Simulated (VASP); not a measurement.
# Cu32O15 (a cell with a defect) in VASP: single point with PBE

Aim: the single point of Cu32O15 (a cell with a defect) with PBE.

Program: VASP 6.6.1. These are calculated values, not measurements. Logs are shortened: lines on timing, memory, paths and dates and some standing lists are left out, and cuts for length are marked.

## 1. The cell of the first run

The cell holds a defect, 47 atoms: a = 8.520 Å, b = 8.520 Å, c = 8.520 Å, α = 90.00°, β = 90.00°, γ = 90.00°.

## 2. Single point, PBE (atoms taken out, then relaxed in part)

Input file INCAR:

```
SYSTEM = Cu32O15
PREC = Accurate
ENCUT = 520
EDIFF = 1E-6
ISMEAR = -1
SIGMA = 0.01
LREAL = Auto
LASPH = .True.
NELM = 120
ALGO = Normal
ISIF = 2
LWAVE = .False.
LCHARG = .False.
GGA = PE
NBANDS = 250
NELECT = 440.0
GGA_COMPAT = .False.
KPAR = 2
NCORE = 2
```

Input file KPOINTS:

```
regular mesh
0
Gamma
  2 2 2
  0 0 0
```

Input file POSCAR:

```
Cu32O15
1.0
    8.5200000000      0.0000000000      0.0000000000
    0.0000000000      8.5200000000      0.0000000000
    0.0000000000      0.0000000000      8.5200000000
Cu O
32 15
Direct
    0.1032607422      0.1032607422      0.1032607422
    0.1232772398      0.1232772398      0.6287483243
    0.1232772398      0.6287483243      0.1232772398
    0.1211844020      0.6304779734      0.6304779734
    0.6287483243      0.1232772398      0.1232772398
    0.6304779734      0.1211844020      0.6304779734
    0.6304779734      0.6304779734      0.1211844020
    0.6248790435      0.6248790435      0.6248790435
    0.1211844020      0.3695220266      0.3695220266
    0.1232772398      0.3712516757      0.8767227602
    0.1232772398      0.8767227602      0.3712516757
    0.1032607422      0.8967392578      0.8967392578
    0.6248790435      0.3751209565      0.3751209565
    0.6304779734      0.3695220266      0.8788155980
    0.6304779734      0.8788155980      0.3695220266
    0.6287483243      0.8767227602      0.8767227602
    0.3695220266      0.3695220266      0.1211844020
    0.3751209565      0.3751209565      0.6248790435
    0.3712516757      0.8767227602      0.1232772398
    0.3695220266      0.8788155980      0.6304779734
    0.8767227602      0.3712516757      0.1232772398
    0.8788155980      0.3695220266      0.6304779734
    0.8967392578      0.8967392578      0.1032607422
    0.8767227602      0.8767227602      0.6287483243
    0.3695220266      0.1211844020      0.3695220266
    0.3712516757      0.1232772398      0.8767227602
    0.3751209565      0.6248790435      0.3751209565
    0.3695220266      0.6304779734      0.8788155980
    0.8767227602      0.1232772398      0.3712516757
    0.8967392578      0.1032607422      0.8967392578
    0.8788155980      0.6304779734      0.3695220266
    0.8767227602      0.6287483243      0.8767227602
    0.0000000000      0.0000000000      0.5000000000
    0.0000000000      0.5000000000      0.0000000000
    0.0000000000      0.5000000000      0.5000000000
    0.5000000000      0.0000000000      0.0000000000
    0.5000000000      0.0000000000      0.5000000000
    0.5000000000      0.5000000000      0.0000000000
    0.5000000000      0.5000000000      0.5000000000
    0.2375512935      0.2375512935      0.2375512935
    0.2505149492      0.2505149492      0.7494850508
    0.2505149492      0.7494850508      0.2505149492
    0.2375512935      0.7624487065      0.7624487065
    0.7494850508      0.2505149492      0.2505149492
    0.7624487065      0.2375512935      0.7624487065
    0.7624487065      0.7624487065      0.2375512935
    0.7494850508      0.7494850508      0.7494850508
```

Potentials or basis: VASP PAW PBE potentials, release 64 (Cu, O).

Run with:

```console
cat potpaw_PBE.64/Cu/POTCAR potpaw_PBE.64/O/POTCAR > POTCAR
mpirun -np 4 vasp_std > vasp.out
```

OUTCAR:

```text
SYSTEM = Cu32O15
   PREC = Accurate
   ENCUT = 520
   EDIFF = 1E-6
   ISMEAR = -1
   LREAL = Auto
   LASPH = .True.
   NELM = 120
   ISIF = 2
   GGA = PE
   NELECT = 440.0

 ion  position               nearest neighbor table
   1  0.103  0.103  0.103-  40 1.98  23 2.49  30 2.49  12 2.49
   2  0.123  0.123  0.629-  41 1.85  33 1.85
   3  0.123  0.629  0.123-  42 1.85  34 1.85
   4  0.121  0.630  0.630-  43 1.87  35 1.88
   5  0.629  0.123  0.123-  44 1.85  36 1.85
   6  0.630  0.121  0.630-  45 1.87  37 1.88
   7  0.630  0.630  0.121-  46 1.87  38 1.88
   8  0.625  0.625  0.625-  47 1.84  39 1.84
   9  0.121  0.370  0.370-  40 1.87  35 1.88
  10  0.123  0.371  0.877-  41 1.85  34 1.85
  11  0.123  0.877  0.371-  42 1.85  33 1.85
  12  0.103  0.897  0.897-  43 1.98  23 2.49  30 2.49   1 2.49
  13  0.625  0.375  0.375-  44 1.84  39 1.84
  14  0.630  0.370  0.879-  45 1.87  38 1.88
  15  0.630  0.879  0.370-  46 1.87  37 1.88
  16  0.629  0.877  0.877-  47 1.85  36 1.85
  17  0.370  0.370  0.121-  40 1.87  38 1.88
  18  0.375  0.375  0.625-  41 1.84  39 1.84
  19  0.371  0.877  0.123-  42 1.85  36 1.85
  20  0.370  0.879  0.630-  43 1.87  37 1.88
  21  0.877  0.371  0.123-  44 1.85  34 1.85
  22  0.879  0.370  0.630-  45 1.87  35 1.88
[... 8 lines left out ...]
  31  0.879  0.630  0.370-  46 1.87  35 1.88
  32  0.877  0.629  0.877-  47 1.85  34 1.85
  33  0.000  0.000  0.500-   2 1.85  11 1.85  24 1.85  29 1.85
  34  0.000  0.500  0.000-   3 1.85  10 1.85  21 1.85  32 1.85
  35  0.000  0.500  0.500-   4 1.88   9 1.88  22 1.88  31 1.88
  36  0.500  0.000  0.000-   5 1.85  16 1.85  19 1.85  26 1.85
  37  0.500  0.000  0.500-   6 1.88  15 1.88  20 1.88  25 1.88
  38  0.500  0.500  0.000-   7 1.88  14 1.88  17 1.88  28 1.88
  39  0.500  0.500  0.500-   8 1.84  13 1.84  18 1.84  27 1.84
  40  0.238  0.238  0.238-   9 1.87  17 1.87  25 1.87   1 1.98
  41  0.251  0.251  0.749-  18 1.84  10 1.85   2 1.85  26 1.85
  42  0.251  0.749  0.251-  27 1.84  11 1.85  19 1.85   3 1.85
  43  0.238  0.762  0.762-   4 1.87  20 1.87  28 1.87  12 1.98
  44  0.749  0.251  0.251-  13 1.84   5 1.85  21 1.85  29 1.85
  45  0.762  0.238  0.762-   6 1.87  14 1.87  22 1.87  30 1.98
  46  0.762  0.762  0.238-   7 1.87  15 1.87  31 1.87  23 1.98
  47  0.749  0.749  0.749-   8 1.84  16 1.85  24 1.85  32 1.85

  LATTYP: Found a simple cubic cell.
 ALAT       =     8.5200000000

  Lattice vectors:

 A1 = (   8.5200000000,   0.0000000000,   0.0000000000)
 A2 = (   0.0000000000,   8.5200000000,   0.0000000000)
 A3 = (   0.0000000000,   0.0000000000,   8.5200000000)

Analysis of symmetry for initial positions (statically):
=====================================================================
 Subroutine PRICEL returns:
 Original cell was already a primitive cell.

 Routine SETGRP: Setting up the symmetry group for a
 simple cubic supercell.

 Subroutine GETGRP returns: Found 24 space group operations
 (whereof 24 operations were pure point group operations)
 out of a pool of 48 trial point group operations.

The static configuration has the point symmetry T_d .

Analysis of symmetry for dynamics (positions and initial velocities):
=====================================================================
 Subroutine PRICEL returns:
 Original cell was already a primitive cell.

 Routine SETGRP: Setting up the symmetry group for a
 simple cubic supercell.

 Subroutine GETGRP returns: Found 24 space group operations
 (whereof 24 operations were pure point group operations)
 out of a pool of 48 trial point group operations.

The dynamic configuration has the point symmetry T_d .

 Subroutine INISYM returns: Found 24 space group operations
 (whereof 24 operations are pure point group operations),
 and found     1 'primitive' translations

----------------------------------------------------------------------------------------

                                     Primitive cell

  volume of cell :     618.4702

  direct lattice vectors                    reciprocal lattice vectors
     8.520000000  0.000000000  0.000000000     0.117370892  0.000000000  0.000000000
     0.000000000  8.520000000  0.000000000     0.000000000  0.117370892  0.000000000
     0.000000000  0.000000000  8.520000000     0.000000000  0.000000000  0.117370892

  length of vectors
     8.520000000  8.520000000  8.520000000     0.117370892  0.117370892  0.117370892

  position of ions in fractional coordinates (direct lattice)
     0.103260742  0.103260742  0.103260742
     0.123277240  0.123277240  0.628748324
     0.123277240  0.628748324  0.123277240
     0.121184402  0.630477973  0.630477973
     0.628748324  0.123277240  0.123277240
     0.630477973  0.121184402  0.630477973
[... 39 lines left out ...]
     0.762448707  0.762448707  0.237551293
     0.749485051  0.749485051  0.749485051

  ion indices of the primitive-cell ions
   primitive index   ion index
                 1           1
                 2           2
                 3           3
                 4           4
                 5           5
                 6           6
[... 39 lines left out ...]
                46          46
                47          47

----------------------------------------------------------------------------------------

 KPOINTS: regular mesh

Automatic generation of k-mesh.
 Grid dimensions read from file:
 generate k-points for:    2    2    2

 Generating k-lattice:

  Cartesian coordinates                     Fractional coordinates (reciprocal lattice)
     0.058685446  0.000000000  0.000000000     0.500000000  0.000000000  0.000000000
     0.000000000  0.058685446  0.000000000     0.000000000  0.500000000  0.000000000
     0.000000000  0.000000000  0.058685446     0.000000000  0.000000000  0.500000000

  Length of vectors
     0.058685446  0.058685446  0.058685446

  Shift w.r.t. Gamma in fractional coordinates (k-lattice)
     0.000000000  0.000000000  0.000000000

 Subroutine IBZKPT returns following result:
 ===========================================

 Found      4 irreducible k-points:

 Following reciprocal coordinates:
            Coordinates               Weight
  0.000000  0.000000  0.000000      1.000000
  0.500000  0.000000  0.000000      3.000000
  0.500000  0.500000  0.000000      3.000000
  0.500000  0.500000  0.500000      1.000000
   k-points           NKPTS =      4   k-points in BZ     NKDIM =      4   number of bands    NBANDS=    250
   number of dos      NEDOS =    301   number of ions     NIONS =     47
   total plane-waves  NPLWV = 262144
   dimension x,y,z NGX =    64 NGY =   64 NGZ =   64
   dimension x,y,z NGXF=   128 NGYF=  128 NGZF=  128
   ions per type =              32  15
   NGX,Y,Z   is equivalent  to a cutoff of  12.49, 12.49, 12.49 a.u.
   NGXF,Y,Z  is equivalent  to a cutoff of  24.98, 24.98, 24.98 a.u.
 SYSTEM =  Cu32O15
   PREC   = accura    normal or accurate (medium, high low for compatibility)
   ISTART =      0    job   : 0-new  1-cont  2-samecut
   ICHARG =      2    charge: 1-file 2-atom 10-const
   ISPIN  =      1    spin polarized calculation?
   LNONCOLLINEAR =      F non collinear calculations
   LSORBIT =      F    spin-orbit coupling
   LASPH  =      T    aspherical Exc in radial PAW
   ENCUT  =  520.0 eV  38.22 Ry    6.18 a.u.  15.84 15.84 15.84*2*pi/ulx,y,z
   NELM   =    120;   NELMIN=  2; NELMDL= -5     # of ELM steps
   EDIFF  = 0.1E-05   stopping-criterion for ELM
   LREAL  =      T    real-space projection
   EDIFFG = 0.1E-04   stopping-criterion for IOM
   NSW    =      0    number of steps for IOM
   IBRION =     -1    ionic relax: 0-MD 1-quasi-New 2-CG
   NFREE  =      0    steps in history (QN), initial steepest desc. (CG)
   ISIF   =      2    stress and relaxation
   ISYM   =      2    0-nonsym 1-usesym 2-fastsym
   POTIM  = 0.5000    time-step for ionic-motion
   TEBEG  =    0.0;   TEEND  =   0.0 temperature during run
   PSTRESS=    0.0 pullay stress
   NELECT =     440.0000    total number of electrons
   NUPDOWN=      -1.0000    fix difference up-down
   EMIN   =  10.00;   EMAX   =-10.00  energy-range for DOS
   EFERMI =   0.00;   METHOD = LEGACY
   ISMEAR =    -1;   SIGMA  =   0.01  broadening in eV -4-tet -1-fermi 0-gaus
   EFERMI_NEDOS =   21; number of points for ismear=-14 and -15
   IALGO  =     38    algorithm
   IMIX   =      4    mixing-type and parameters
     AMIX     =   0.40;   BMIX     =  1.00
     AMIX_MAG =   1.60;   BMIX_MAG =  1.00
  volume/ion in A,a.u.               =      13.16        88.80
  Fermi-wavevector in a.u.,A,eV,Ry     =   1.461457  2.761754 29.060104  2.135857
  Thomas-Fermi vector in A             =   2.577787
   LORBIT       =      0    0 simple, 1 ext, 2 COOP (PROOUT), +10 PAW based schemes
   GGA     = PE    functional components
   LHFCALC =     F    Hartree Fock is set to
   AEXX    =    0.0000 exact exchange contribution
   IVDW    =     0    specifies the selected vdW correction
   LEPSILON=     F    determine dielectric tensor
   LRPA    =     F    only Hartree local field effects (RPA)
 non-spin polarized calculation
  energy-cutoff  :      520.00
  volume of cell :      618.47
 maximum number of plane-waves:     16663
 NGX is ok and might be reduce to    64
   NGX = 31   NGY = 31   NGZ = 31

 number of electron     439.9999856 magnetization

 Free energy of the ion-electron system (eV)
  ---------------------------------------------------
  ext. energy  EPLUGINS =         0.00000000
  ---------------------------------------------------
  free energy    TOTEN  =      -220.17036896 eV

  energy without entropy =     -220.16350711  energy(sigma->0) =     -220.16693804

 E-fermi :   4.3372     XC(G=0): -10.9400

 val. band max:        4.2634677864   @ k =   0.5000   0.0000   0.0000
 cond. band min:       4.3532215492   @ k =   0.5000   0.0000   0.0000
 fundamental gap:      0.0897537628
 Fermi energy:         4.3371741512

 k-point     1 :       0.0000    0.0000    0.0000
  band No.  band energies     occupation
      1     -15.5008      2.00000
      2     -15.2371      2.00000
      3     -15.1959      2.00000
      4     -15.1959      2.00000
      5     -15.1959      2.00000
      6     -15.1577      2.00000
[... 929 lines left out ...]
    231       7.0390      0.00000
    232       7.7276      0.00000
 [bands above 232 left out]

------------------------ aborting loop because EDIFF is reached ----------------------------------------

  FORCE on cell =-STRESS in cart. coord.  units (eV):
  Direction    XX          YY          ZZ          XY          YZ          ZX
  --------------------------------------------------------------------------------------
  -------------------------------------------------------------------------------------
  Total      -19.7790779    -19.7790779    -19.7790779     -0.0000000     -0.0000000      0.0000000
  in kB      -51.2386690    -51.2386690    -51.2386690     -0.0000000     -0.0000000      0.0000000
  external PRESSURE =     -51.2386690 kB  Pullay stress =       0.0000000 kB

 VOLUME and BASIS-vectors are now :
 -----------------------------------------------------------------------------
  energy-cutoff  :      520.00
  volume of cell :      618.47
      direct lattice vectors                 reciprocal lattice vectors
     8.520000000  0.000000000  0.000000000     0.117370892  0.000000000  0.000000000
     0.000000000  8.520000000  0.000000000     0.000000000  0.117370892  0.000000000
     0.000000000  0.000000000  8.520000000     0.000000000  0.000000000  0.117370892

 POSITION                                       TOTAL-FORCE (eV/Angst)
 -----------------------------------------------------------------------------------
      0.87978      0.87978      0.87978        -0.010194     -0.010194     -0.010194
      1.05032      1.05032      5.35694         0.000152      0.000152     -0.002708
      1.05032      5.35694      1.05032         0.000152     -0.002708      0.000152
      1.03249      5.37167      5.37167        -0.001963     -0.001860     -0.001860
      5.35694      1.05032      1.05032        -0.002708      0.000152      0.000152
      5.37167      1.03249      5.37167        -0.001860     -0.001963     -0.001860
[... 39 lines left out ...]
      6.49606      6.49606      2.02394         0.028375      0.028375     -0.028375
      6.38561      6.38561      6.38561         0.006219      0.006219      0.006219
 -----------------------------------------------------------------------------------
    total drift:                                0.000033      0.000033      0.000000

  FREE ENERGIE OF THE ION-ELECTRON SYSTEM (eV)
  ---------------------------------------------------
  free  energy   TOTEN  =      -220.1703689648 eV

  energy  without entropy=     -220.1635071124  energy(sigma->0) =     -220.16693804
```

Run time: 6.3 min. Hardware: 4 MPI ranks of AMD EPYC 7R13 (Zen 3), shared host; peak memory 0.47 GiB.

What came out:

```
Free energy   : -220.1704 eV
Largest force : 0.049 eV/Å
```

Forces in eV/Å, atoms in the order of the input:
```
Cu  -0.010 -0.010 -0.010
Cu   0.000  0.000 -0.003
Cu   0.000 -0.003  0.000
Cu  -0.002 -0.002 -0.002
Cu  -0.003  0.000  0.000
Cu  -0.002 -0.002 -0.002
Cu  -0.002 -0.002 -0.002
Cu  -0.001 -0.001 -0.001
Cu  -0.002  0.002  0.002
Cu   0.000  0.003  0.000
Cu   0.000  0.000  0.003
Cu  -0.010  0.010  0.010
Cu  -0.001  0.001  0.001
Cu  -0.002  0.002  0.002
Cu  -0.002  0.002  0.002
Cu  -0.003  0.000  0.000
Cu   0.002  0.002 -0.002
Cu   0.001  0.001 -0.001
Cu   0.003  0.000  0.000
Cu   0.002  0.002 -0.002
Cu   0.000  0.003  0.000
Cu   0.002  0.002 -0.002
Cu   0.010  0.010 -0.010
Cu   0.000  0.000 -0.003
Cu   0.002 -0.002  0.002
Cu   0.003  0.000  0.000
Cu   0.001 -0.001  0.001
Cu   0.002 -0.002  0.002
Cu   0.000  0.000  0.003
Cu   0.010 -0.010  0.010
Cu   0.002 -0.002  0.002
Cu   0.000 -0.003  0.000
O    0.000  0.000  0.000
O    0.000  0.000  0.000
O    0.000  0.000  0.000
O    0.000  0.000  0.000
O    0.000  0.000  0.000
O    0.000  0.000  0.000
O    0.000  0.000  0.000
O   -0.028 -0.028 -0.028
O   -0.006 -0.006  0.006
O   -0.006  0.006 -0.006
O   -0.028  0.028  0.028
O    0.006 -0.006 -0.006
O    0.028 -0.028  0.028
O    0.028  0.028 -0.028
O    0.006  0.006  0.006
```

Caveat: the k points lie up to 0.37 Å⁻¹ apart; the cell carries a net charge on a neutralising background, which shifts energy and pressure; the cell differs from its parent crystal (atoms taken out, then relaxed in part); the cell is charged against a uniform background, so pressure and absolute levels hang on convention.
